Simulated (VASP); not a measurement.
**C: single point with LDA**

Crystal: C.

```xyz
3
Lattice="5.6952 0.0000 0.0000 -2.8476 4.9322 0.0000 0.0000 0.0000 1.2767" Properties=species:S:1:pos:R:3 pbc="T T T"
C    -2.8476    4.9322    0.0000
C     0.0000    3.2881    0.6383
C     2.8476    1.6441    0.6383
```

- Program: VASP 6.6.1
- Task: single point
- Functional: LDA
- Potentials or basis: VASP PAW LDA potentials, release 64 (C)
- Cutoff: 520 eV
- k mesh: 11 × 11 × 15
- Occupations: fermi-dirac, width 0.1 eV
- Spin: no spin polarisation

* Pressure: -0.1 GPa
* Band gap on the k mesh: zero (band 6 reaches 11.00 eV, above the bottom of band 7 at -4.61 eV)

Levels at points of the mesh, in eV from the Fermi level:
| k point | band 4 | band 5 | band 6 | band 7 | band 8 | band 9 | band 10 | band 11 |
| --- | --- | --- | --- | --- | --- | --- | --- | --- |
| (0.00, 0.00, 0.00) | -5.95 | -5.95 | -5.95 | -5.95 | -4.09 | -4.09 | 5.39 | 10.14 |

Run time: 29 s on 1 thread of Intel(R) Xeon(R) Platinum 8488C (Sapphire Rapids), on a shared host, peak memory 0.16 GiB.
